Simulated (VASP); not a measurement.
Set up this calculation in VASP 6.6.1, as the native input.

- Task: single point
- Functional: LDA
- Potentials or basis: VASP PAW LDA potentials, release 64 (Rb_sv)
- Cutoff: 520 eV
- k mesh: 11 × 11 × 6
- Occupations: fermi-dirac, width 0.08 eV
- Spin: no spin polarisation
- Dipole correction: no
- Further INCAR settings: ALGO = Normal; EDIFF = 1e-06; NBANDS = 16

The structure of Rb lies in POSCAR:

```
Rb
1.0
    4.0539526559      0.0000000000      0.0000000000
   -2.0269763280      3.5108259858      0.0000000000
    0.0000000000      0.0000000000      6.6314371362
Rb
2
Direct
    0.3333333333      0.6666666667      0.2500000000
    0.6666666667      0.3333333333      0.7500000000
```

This isn't the form of Rb at room conditions, which is bcc.

One way to write it, as run:

INCAR

```
SYSTEM = Rb
ALGO = Normal ; EDIFF = 1E-6
ENCUT = 520 ; ISIF = 2
ISMEAR = -1 ; LASPH = .TRUE.
LCHARG = .FALSE. ; LREAL = .FALSE.
LWAVE = .FALSE. ; NBANDS = 16
NELM = 80 ; PREC = Accurate
SIGMA = 0.08
```

KPOINTS

```
k-points
0
G
  11 11 6
  0 0 0
```

Potentials or basis: VASP PAW LDA potentials, release 64 (Rb_sv).

Launch:

```sh
$ cat potpaw_LDA.64/Rb_sv/POTCAR > POTCAR
$ mpirun -np 1 vasp_std > vasp.out
```

It gave:

```
Pressure               : 4.2 GPa
Band gap on the k mesh : zero (bands 9 and 10 overlap by 2.52 eV)
```

Caveat: the cell stands under pressure.

It took 63 s on 1 thread of AMD EPYC 7R43 64-Core Processor (Zen 3) (shared host), peak memory 0.18 GiB.
